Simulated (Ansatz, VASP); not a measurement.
# As in VASP and in Ansatz

The input INCAR:

```
SYSTEM = As
PREC = Accurate
ENCUT = 400
EDIFF = 1E-6
ISMEAR = 0
SIGMA = 0.05
LREAL = .FALSE.
LASPH = .TRUE.
NELM = 120
ALGO = Normal
ISIF = 2
LWAVE = .FALSE.
LCHARG = .TRUE.
LDIPOL = .TRUE.
IDIPOL = 3
DIPOL = 0.5 0.5 0.392
GGA = PE
IVDW = 12
LELF = .TRUE.
LVHAR = .TRUE.
LVACPOTAV = .TRUE.
NBANDS = 38
GGA_COMPAT = .FALSE.
NELMDL = -8
```

File KPOINTS:

```
Automatic mesh
0
G
  9 9 1
  0 0 0
```

The input POSCAR:

```
As
1.0
    3.5713380906      0.0000000000      0.0000000000
   -1.7856690453      3.0928695120      0.0000000000
    0.0000000000      0.0000000000     20.2952802043
As
4
Direct
    0.3333333333      0.6666666667      0.2905917062
    0.6666666667      0.3333333333      0.2217264287
    0.8333333333      0.3333333333      0.5624598473
    0.5000000000      0.6666666667      0.4935945698
```

Input for Ansatz:

```yaml
crystal:
  lattice:
    - [3.5713380906, 0.0, 0.0]
    - [-1.7856690453, 3.092869512, 0.0]
    - [0.0, 0.0, 20.2952802043]
  atoms:
    - { symbol: As, position: [0.3333333333, 0.6666666667, 0.2905917062] }
    - { symbol: As, position: [0.6666666667, 0.3333333333, 0.2217264287] }
    - { symbol: As, position: [0.8333333333, 0.3333333333, 0.5624598473] }
    - { symbol: As, position: [0.5, 0.6666666667, 0.4935945698] }
basis:
  ecutwfc: 420
kpoints:
  mp_grid: { grid: [9, 9, 1] }
hamiltonian:
  xc: pbe
  dispersion: d3bj
scf:
  occupations: { method: gaussian, width: 0.05 }
output:
  forces: true
  eigenvalues: true
efield:
  axis: 3
  dipole_correction: true
  ramp_width: 0.04
```

Alike in both runs: task single point; functional PBE; dispersion D3(BJ); k mesh 9 × 9 × 1; occupations gaussian, width 0.05 eV; no spin polarisation.

|  | VASP | Ansatz |
| --- | --- | --- |
| version | VASP 6.6.1 | Ansatz 0.2.0 |
| potentials or method | VASP PAW PBE potentials, release 64 (As_d), cutoff 400 eV | scalar-relativistic, plane waves, PAW |
| valence electrons in the cell | 60 | 60 |

|  | VASP | Ansatz | Ansatz less VASP |
| --- | --- | --- | --- |
| gap on the k mesh at the Fermi level (eV) | 1.34 | 1.34 | -0.005 |
| least direct gap on the mesh (eV) | 1.92 | 1.92 | +0.003 |
| rms of the force components (eV/Å) | 0.030 | 0.020 | -0.0098 |

Atom by atom the forces differ by 0.014 eV/Å (rms over components).
